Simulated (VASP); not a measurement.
# H10C3 in VASP: notebook, part 2 of 2

VASP 6.6.1. Earlier steps stand in the parts before.

## 3. Relaxation of the atoms, PBE+D3(BJ)

Contents of INCAR:

```
SYSTEM = H10C3
ALGO = Normal
EDIFF = 1E-6
EDIFFG = -0.3
ENCUT = 520
GGA = PE
IBRION = 2
ISIF = 2
ISMEAR = -1
IVDW = 12
LASPH = .True.
LCHARG = .False.
LREAL = Auto
LWAVE = .False.
NELM = 60
NSW = 35
PREC = Accurate
SIGMA = 0.05
```

Contents of KPOINTS:

```
k-points
0
Gamma
  1 1 1
  0 0 0
```

Contents of POSCAR:

```
H10C3
1.0
    7.7473110000      0.0000000000      0.0000000000
    0.0000000000      7.7473110000      0.0000000000
    0.0000000000      0.0000000000      7.7473110000
C H
9 30
Direct
    0.3765578000      0.9521859000      0.2069653000
    0.6056149000      0.3774380000      0.4026274000
    0.0606869000      0.7728652000      0.7494634000
    0.0210352000      0.3604953000      0.1744257000
    0.0026621000      0.2027520000      0.0582497000
    0.6164438000      0.0365433000      0.8296336000
    0.6350896000      0.0555131000      0.6346724000
    0.5169651000      0.5822644000      1.0429247000
    0.5221967000      0.6082805000      0.8479549000
    0.5123332000      0.9155476000      0.2046697000
    0.3415469000      1.0101462000      0.0836874000
    0.3548053000      1.0450810000      0.3103091000
    0.2975457000      0.8379688000      0.2291949000
    0.5617006000      0.3557955000      0.5344825000
    0.5139532000      0.4605358000      0.3357281000
    0.6148534000      0.2542042000      0.3354658000
    0.7319523000      0.4392167000      0.4048334000
   -0.0518765000      0.6957479000      0.7153309000
    0.0368362000      0.8393552000      0.8710891000
    0.0851158000      0.8674882000      0.6483085000
    0.1726720000      0.6888693000      0.7631250000
    0.0694524000      0.4716080000      0.1022587000
   -0.1029498000      0.3968452000      0.2310364000
    0.1108857000      0.3356601000      0.2802957000
   -0.0457552000      0.0916393000      0.1304168000
   -0.0871884000      0.2275872000     -0.0476202000
    0.1266471000      0.1664021000      0.0016390000
    0.6361138000      0.1599951000      0.8949871000
    0.4879738000     -0.0103144000      0.8642481000
    0.7107488000     -0.0547977000      0.8812256000
    0.6154195000     -0.0679387000      0.5693189000
    0.5407846000      0.1468541000      0.5830804000
    0.7635596000      0.1023708000      0.6000579000
    0.5381734000      0.7038778000      1.1111795000
    0.3921540000      0.5311161000      1.0842087000
    0.6165011000      0.4915747000      1.0849523000
    0.5009885000      0.4866671000      0.7797001000
    0.4226608000      0.6989702000      0.8059273000
    0.6470079000      0.6594288000      0.8066709000
```

Potentials or basis: VASP PAW PBE potentials, release 64 (C, H).

Command:

```bash
$ cat potpaw_PBE.64/C/POTCAR potpaw_PBE.64/H/POTCAR > POTCAR
$ mpirun -np 1 vasp_gam > vasp.out
```

Wall time 89 s (1 thread of AMD EPYC 9R45 (Zen 5), shared host); peak memory 0.47 GiB.

Results (log left out):

```
Free energy                  : -194.1871 eV
Energy gained by relaxing    : 1.4 meV/atom
Ionic steps                  : 4
Pressure after relaxing      : 0.5 GPa
Largest force after relaxing : 0.227 eV/Å
Band gap on the k mesh       : 6.27 eV
Dispersion energy per atom   : -0.031 eV
```

Forces on the atoms (eV/Å):
```
C   -0.038  0.076  0.077
C   -0.086  0.160 -0.015
C   -0.024  0.002 -0.006
C    0.018 -0.002  0.001
C    0.038 -0.031 -0.052
C    0.084 -0.059  0.104
C    0.035 -0.096 -0.072
C    0.035 -0.082  0.041
C   -0.034 -0.039 -0.096
H   -0.142  0.144  0.103
H    0.003 -0.029  0.176
H   -0.064 -0.022 -0.038
H    0.060  0.127  0.041
H   -0.018  0.159 -0.033
H    0.038  0.038  0.035
H   -0.024  0.143  0.040
H   -0.063  0.094  0.012
H    0.102  0.116  0.024
H    0.016 -0.070 -0.147
H   -0.036 -0.103  0.110
H   -0.174  0.088 -0.027
H    0.023 -0.029  0.032
H    0.119  0.007 -0.057
H   -0.020  0.042 -0.064
H    0.042  0.088 -0.077
H    0.069 -0.019  0.074
H   -0.103  0.007  0.002
H   -0.025 -0.052 -0.034
H    0.017 -0.008  0.001
H   -0.013  0.021  0.133
H    0.079 -0.120  0.081
H   -0.066 -0.203  0.059
H   -0.050 -0.056 -0.006
H    0.070 -0.119 -0.071
H    0.071 -0.023 -0.062
H   -0.008 -0.065 -0.128
H   -0.025 -0.001 -0.064
H    0.077 -0.023 -0.038
H    0.016 -0.062 -0.056
```

Stress tensor (GPa, compression positive):
```
 0.00 -0.18 -0.14
-0.18  0.64 -0.39
-0.14 -0.39  0.76
```

Step by step:
| step | energy change (eV) | largest force (eV/Å) | pressure (GPa) |
| --- | --- | --- | --- |
| 1 | 0.0000 | 0.4536 | 1.20 |
| 2 | -0.0008 | 0.9680 | 0.53 |
| 3 | -0.0224 | 0.3678 | 0.85 |
| 4 | -0.0547 | 0.2265 | 0.47 |

Final structure:
```xyz
39
Lattice="7.7473 0.0000 0.0000 0.0000 7.7473 0.0000 0.0000 0.0000 7.7473" Properties=species:S:1:pos:R:3 pbc="T T T"
C     2.9099    7.3841    1.6146
C     4.6869    2.9386    3.1144
C     0.4670    5.9886    5.8059
C     0.1693    2.7954    1.3504
C     0.0207    1.5719    0.4496
C     4.7775    0.2831    6.4306
C     4.9253    0.4101    4.9279
C     4.0093    4.5020    0.3187
C     4.0473    4.7079    6.5627
H     3.9718    7.1059    1.5937
H     2.6443    0.0812    0.6470
H     2.7430    0.3645    2.4178
H     2.2994    6.4851    1.7791
H     4.3519    2.7802    4.1397
H     3.9709    3.5809    2.5995
H     4.7631    1.9724    2.5973
H     5.6727    3.4130    3.1448
H     7.3347    5.3853    5.5372
H     0.2834    6.5088    6.7587
H     0.6615    6.7282    5.0137
H     1.3405    5.3304    5.9117
H     0.5431    3.6646    0.7867
H     6.9505    3.0761    1.7866
H     0.8672    2.6003    2.1804
H     7.3895    0.7011    1.0129
H     7.0664    1.7638    7.3703
H     0.9873    1.2873    0.0068
H     4.9279    1.2470    6.9392
H     3.7788    7.6651    6.6927
H     5.5094    7.3209    6.8360
H     4.7674    7.2037    4.4062
H     4.1868    1.1063    4.5304
H     5.9171    0.7965    4.6446
H     4.1765    5.4398    0.8570
H     3.0342    4.1124    0.6538
H     4.7833    3.8009    0.6499
H     3.8767    3.7622    6.0359
H     3.2776    5.4194    6.2394
H     5.0175    5.1074    6.2449
```

Levels at points of the mesh, in eV from the valence-band top:
```
           k point  band 30  band 31  band 32  band 33  band 34  band 35  band 36  band 37
(0.00, 0.00, 0.00)    -0.32    -0.26    -0.18     0.00     6.27     7.83     8.12     8.26
```

Caveat: the k points lie up to 0.81 Å⁻¹ apart; the relaxation stopped at a loose force limit of 0.3 eV/Å, so its end isn't a converged minimum.

## 4. Single point, PBE+D3(BJ)

Contents of INCAR:

```
ALGO = Normal ; EDIFF = 1E-6
ENCUT = 520 ; GGA = PE
GGA_COMPAT = F ; ISIF = 2
ISMEAR = -1 ; IVDW = 12
LASPH = T ; LCHARG = F
LREAL = Auto ; LWAVE = F
NBANDS = 58 ; NELM = 120
PREC = Accurate ; SIGMA = 0.05
```

Contents of KPOINTS:

```
k-points
0
Gamma
  1 1 1
```

Contents of POSCAR:

```
H10C3
1.0
    7.7473110000      0.0000000000      0.0000000000
    0.0000000000      7.7473110000      0.0000000000
    0.0000000000      0.0000000000      7.7473110000
C H
9 30
Direct
    0.3366329298      0.9673808112      0.2828078026
    0.6156716827      0.3969506323      0.3884057320
    0.0319336606      0.8161154238      0.8133144519
    0.0290294271      0.3549231469      0.1964939835
    0.0113716875      0.1753124407      0.0901990381
    0.6007374688      0.0027880641      0.8363934273
    0.6083271989      0.0427761323      0.6264108928
    0.4897828421      0.5744186596      1.0108797749
    0.5116614010      0.5904758438      0.8210977977
    0.4670136516      0.9531823364      0.2237937783
    0.2358882972      0.9654704710      0.1730019616
    0.2980518015      1.0804781169      0.3672887277
    0.3325670029      0.8557678916      0.3789960155
    0.4845035910      0.4168543124      0.3776665220
    0.6615198486      0.5356697311      0.4009132975
    0.6775124943      0.3177360506      0.2837113419
    0.6445591251      0.3271844902      0.4925579985
   -0.0999959857      0.7864664269      0.8636415913
    0.0529474033      0.9108966969      0.9161630403
   -0.0015231091      0.8626993288      0.6690192249
    0.1152658000      0.7088911236      0.8137145908
    0.0582782852      0.4625217705      0.1236429001
   -0.0996603854      0.3903289800      0.2377986375
    0.0937357491      0.3568076717      0.3161354953
   -0.0117072879      0.0706954968      0.1728599768
   -0.0720637135      0.1774680273     -0.0197487877
    0.1227651762      0.1319296463      0.0124172116
    0.4700985929      0.0479908448      0.8621442976
    0.5684553002     -0.1360084809      0.8491333316
    0.7162097920      0.0457190889      0.9163566559
    0.7268844635      0.0141597517      0.5487968664
    0.5012577913     -0.0392006982      0.5826408673
    0.5768711234      0.1750413789      0.5805110960
    0.4429149675      0.7109047255      1.0684094133
    0.4043983777      0.4675686829      1.0651050410
    0.6233259514      0.5669192833      1.0663054575
    0.5095187220      0.4587269054      0.7633745438
    0.4093678439      0.6509871619      0.7522222872
    0.6329421912      0.6389055506      0.7755852321
```

Command:

```bash
$ cat potpaw_PBE.64/C/POTCAR potpaw_PBE.64/H/POTCAR > POTCAR
$ mpirun -np 1 vasp_gam > vasp.out
```

Wall time 2.1 min (1 thread of AMD EPYC 7R43 (Zen 3), shared host); peak memory 0.41 GiB.

Results (log left out):

```
Free energy                : -191.0715 eV
Pressure                   : -0.1 GPa
Largest force              : 4.544 eV/Å
Band gap on the k mesh     : 5.86 eV
Dispersion energy per atom : -0.031 eV
```

Forces on the atoms (eV/Å):
```
C   -1.135 -0.664  0.308
C    1.941  2.642 -3.147
C   -3.300  1.566 -1.456
C   -2.227 -2.805 -1.002
C    1.902  2.393 -0.140
C    0.283 -0.025 -2.360
C    0.022 -0.470  1.148
C    0.061  2.307  2.477
C   -0.395 -2.739 -1.222
H   -0.419  0.961  0.438
H    1.155 -0.582  1.423
H    1.071 -0.389 -0.932
H   -0.510  0.510 -1.149
H   -2.531 -0.331 -0.487
H    0.383 -1.242 -0.291
H   -0.750  1.017  0.136
H    0.911 -1.378  3.499
H    0.336 -0.913 -0.500
H    1.097  0.443 -0.780
H    1.040 -0.262  2.490
H    0.870 -1.077  0.134
H    1.246  1.697 -1.663
H   -0.648 -0.182  0.058
H    1.405 -0.542  0.997
H   -0.797 -1.206  1.085
H   -1.538  0.529 -0.127
H    0.772  0.614  0.665
H    0.154  1.097  0.925
H    1.118  0.459  0.015
H   -1.463 -0.182 -0.580
H   -0.292 -0.394  0.787
H    0.241  0.003 -0.432
H   -0.221 -0.719  1.189
H    0.379 -2.208 -0.708
H    0.739  0.949 -0.718
H   -0.759 -0.447  0.084
H    0.054  0.140  0.154
H   -0.886  0.866 -0.379
H    0.694  0.560  0.062
```

Stress tensor (GPa, compression positive):
```
 1.25  0.05  0.71
 0.05 -0.25 -2.07
 0.71 -2.07 -1.33
```

Levels at points of the mesh, in eV from the valence-band top:
| k point | band 29 | band 30 | band 31 | band 32 | band 33 | band 34 | band 35 | band 36 | band 37 | band 38 |
| --- | --- | --- | --- | --- | --- | --- | --- | --- | --- | --- |
| (0.00, 0.00, 0.00) | -0.70 | -0.68 | -0.41 | -0.25 | 0.00 | 5.86 | 7.33 | 7.80 | 7.81 | 8.03 |

Caveat: the k points lie up to 0.81 Å⁻¹ apart.

## 5. Single point, PBE+D3(BJ)

Contents of INCAR:

```
SYSTEM = H10C3
ALGO = Normal
EDIFF = 1E-6
ENCUT = 520
GGA = PE
GGA_COMPAT = .False.
ISIF = 2
ISMEAR = -1
IVDW = 12
LASPH = .True.
LCHARG = .False.
LREAL = Auto
LWAVE = .False.
NBANDS = 58
NELM = 120
PREC = Accurate
SIGMA = 0.05
```

Contents of KPOINTS:

```
k-points
0
Gamma
  1 1 1
  0 0 0
```

Contents of POSCAR:

```
H10C3
1.0
    7.7473110000      0.0000000000      0.0000000000
    0.0000000000      7.7473110000      0.0000000000
    0.0000000000      0.0000000000      7.7473110000
C H
9 30
Direct
    0.3319216177      0.9898789399      0.2785998910
    0.5606074159      0.3968860938      0.4169188509
    0.0539154811      0.8347412412      0.8405884313
    0.0396137447      0.3283332759      0.2038900981
    0.0127140888      0.1626241673      0.1161048007
    0.5749220601      0.0665650314      0.8428214641
    0.5686360080      0.0346830016      0.6543689804
    0.4429665983      0.5603363541      1.0427747124
    0.4749389821      0.5020451612      0.8516761493
    0.4360222534      1.0868416151      0.2227998850
    0.3060933013      0.8960270215      0.1875618521
    0.2160491556      1.0339587503      0.3399502098
    0.4122075388      0.9129490219      0.3625645079
    0.4176029593      0.3684116979      0.4330405737
    0.5863582861      0.5337981140      0.4056762404
    0.6045581493      0.3184459744      0.3068419481
    0.6450367102      0.3640747093      0.5479191425
   -0.0097711322      0.8265577566      0.9629792840
    0.1144009838      0.9638828233      0.8288811434
   -0.0517986176      0.8430150797      0.7455748194
    0.1512395720      0.7253097236      0.8429247258
    0.0850359563      0.4207008083      0.1132263827
   -0.0867655887      0.3792541696      0.2514549887
    0.1254757941      0.3330445880      0.3343998969
   -0.0492557999      0.0483780760      0.1834055713
   -0.0704760658      0.1886073762     -0.0062731443
    0.1316973076      0.1093411637      0.0695725265
    0.4506466824      0.0182256786      0.8954719902
    0.6830240841     -0.0009035393      0.8871594286
    0.5713595336      0.1988173703      0.8567617848
    0.6758344928      0.1016352642      0.5892237965
    0.5564253197     -0.0986793999      0.5964262955
    0.4549191326      0.0884306826      0.5909534289
    0.3694443143      0.6823916066      1.0528039987
    0.3767371673      0.4519116375      1.0913464039
    0.5548247644      0.5831442677      1.1134443938
    0.3525739447      0.4463613246      0.8065766303
    0.4578233661      0.6215705036      0.7686279794
    0.5935736929      0.4533443927      0.8020460260
```

Command:

```bash
$ cat potpaw_PBE.64/C/POTCAR potpaw_PBE.64/H/POTCAR > POTCAR
$ mpirun -np 1 vasp_gam > vasp.out
```

It took 1.9 min on 1 thread of AMD EPYC 7R43 (Zen 3), shared host; peak memory 0.41 GiB.

It converged, with:

| Quantity | Value |
| --- | --- |
| Free energy | -191.8792 eV |
| Pressure | 0.7 GPa |
| Largest force | 4.345 eV/Å |
| Band gap on the k mesh | 5.94 eV |
| Dispersion energy per atom | -0.031 eV |

Forces on the atoms (eV/Å):
```
C    3.215  1.421  0.209
C    0.583 -0.934  2.607
C    0.545  0.214 -0.282
C   -0.478  0.887  3.895
C   -1.572 -1.539 -1.807
C   -2.403 -2.205 -0.863
C   -0.363 -0.490 -2.739
C   -0.268  0.074 -2.338
C   -2.247  3.667 -0.617
H   -2.130 -0.930  0.709
H   -0.887 -1.234 -2.128
H   -0.192  0.617  0.303
H    0.139 -0.120  1.019
H    1.266  0.382  0.243
H   -0.203  0.351 -0.590
H    0.262  0.319  0.229
H   -1.804  0.156 -2.494
H   -0.358  0.161  0.917
H    0.272 -0.537  0.251
H    0.425 -0.905 -0.280
H   -0.903  0.876 -0.813
H    0.698  0.900 -0.533
H    0.395 -0.061 -0.202
H   -1.038 -0.359 -2.309
H    0.167  1.130 -0.009
H    0.772 -0.394  1.302
H    0.680 -0.159 -0.410
H    0.576 -0.096  0.402
H    1.347 -0.489  1.434
H    0.497  2.284  0.825
H    0.130 -0.369 -0.081
H    0.641  0.298  1.119
H   -0.297  0.573  0.249
H   -0.188 -0.548 -0.262
H   -0.849 -0.709  1.365
H    1.850  0.110  0.951
H    0.478 -1.164 -0.038
H    0.570 -0.246  0.431
H    0.672 -0.934  0.335
```

Stress tensor (GPa, compression positive):
```
-0.67 -0.29 -0.60
-0.29  1.73  0.54
-0.60  0.54  1.01
```

Levels at points of the mesh, in eV from the valence-band top:
```tsv
k point	band 29	band 30	band 31	band 32	band 33	band 34	band 35	band 36	band 37	band 38
(0.00, 0.00, 0.00)	-0.53	-0.29	-0.24	-0.10	0.00	5.94	7.47	7.88	8.00	8.18
```

Caveat: the k points lie up to 0.81 Å⁻¹ apart.
